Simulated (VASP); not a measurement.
Write the native input for VASP 6.6.1 that does the following.

- Task: single point
- Functional: r2SCAN
- Potentials or basis: VASP PAW PBE potentials, release 64 (Nb_sv, As)
- Cutoff: 520 eV
- k mesh: 6 × 6 × 6
- Occupations: gaussian, width 0.1 eV
- Spin: no spin polarisation
- Dipole correction: no
- Further INCAR settings: ALGO = Normal; EDIFF = 1e-07; NBANDS = 16

NbAs:

```
CELL_PARAMETERS angstrom
0.00000 2.59857 2.59857
2.59857 0.00000 2.59857
2.59857 2.59857 0.00000
ATOMIC_POSITIONS crystal
Nb 0.00000 0.00000 0.00000
As 0.50000 0.50000 0.50000
```

One way to write it, as run:

POSCAR

```
NbAs
1.0
    0.0000000000      2.5985719320      2.5985719320
    2.5985719320      0.0000000000      2.5985719320
    2.5985719320      2.5985719320      0.0000000000
Nb As
1 1
Direct
    0.0000000000      0.0000000000      0.0000000000
    0.5000000000      0.5000000000      0.5000000000
```

INCAR.step1

```
SYSTEM = NbAs
ALGO     = Normal         ! electronic algorithm
EDIFF    = 1E-4           ! SCF threshold, eV
ENCUT    = 520            ! plane-wave cutoff, eV
GGA      = PE             ! functional
ISMEAR   = 0              ! smearing method
LASPH    = .True.         ! aspherical terms in the spheres
LCHARG   = .False.        ! write CHGCAR
LREAL    = .False.        ! projectors in reciprocal space
LWAVE    = .True.         ! write WAVECAR
NBANDS   = 16             ! bands
NELM     = 60             ! most SCF steps
PREC     = Accurate       ! precision mode
SIGMA    = 0.1            ! smearing width, eV
```

INCAR.step2

```
SYSTEM = NbAs
ALGO     = Normal         ! electronic algorithm
EDIFF    = 1E-7           ! SCF threshold, eV
ENCUT    = 520            ! plane-wave cutoff, eV
ISIF     = 2              ! what is computed and relaxed
ISMEAR   = 0              ! smearing method
ISTART   = 1            
LASPH    = .True.         ! aspherical terms in the spheres
LCHARG   = .True.         ! write CHGCAR
LELF     = .True.         ! ELF
LMIXTAU  = .True.       
LREAL    = .False.        ! projectors in reciprocal space
LVHAR    = .True.       
LWAVE    = .False.        ! write WAVECAR
METAGGA  = R2SCAN         ! meta-GGA
NBANDS   = 16             ! bands
NELM     = 60             ! most SCF steps
PREC     = Accurate       ! precision mode
SIGMA    = 0.1            ! smearing width, eV
```

KPOINTS

```
k-points
0
Gamma
  6 6 6
  0 0 0
```

Potentials or basis: VASP PAW PBE potentials, release 64 (Nb_sv, As).

The run is started by

```console
$ cat potpaw_PBE.64/Nb_sv/POTCAR potpaw_PBE.64/As/POTCAR > POTCAR
$ cp INCAR.step1 INCAR
$ mpirun -np 1 vasp_std > vasp.out
$ cp INCAR.step2 INCAR
$ mpirun -np 1 vasp_std > vasp.out
```

It gave:

The pressure is 6.3 GPa and the band gap on the k mesh is zero (band 9 reaches 11.03 eV, above the bottom of band 10 at 9.20 eV).

Caveat: the PAW data sets were made with another functional, which shifts forces and pressure a little.

Wall time 25 s on 1 thread of Intel(R) Xeon(R) 6975P-C (Granite Rapids), on a shared host, peak memory 0.16 GiB.
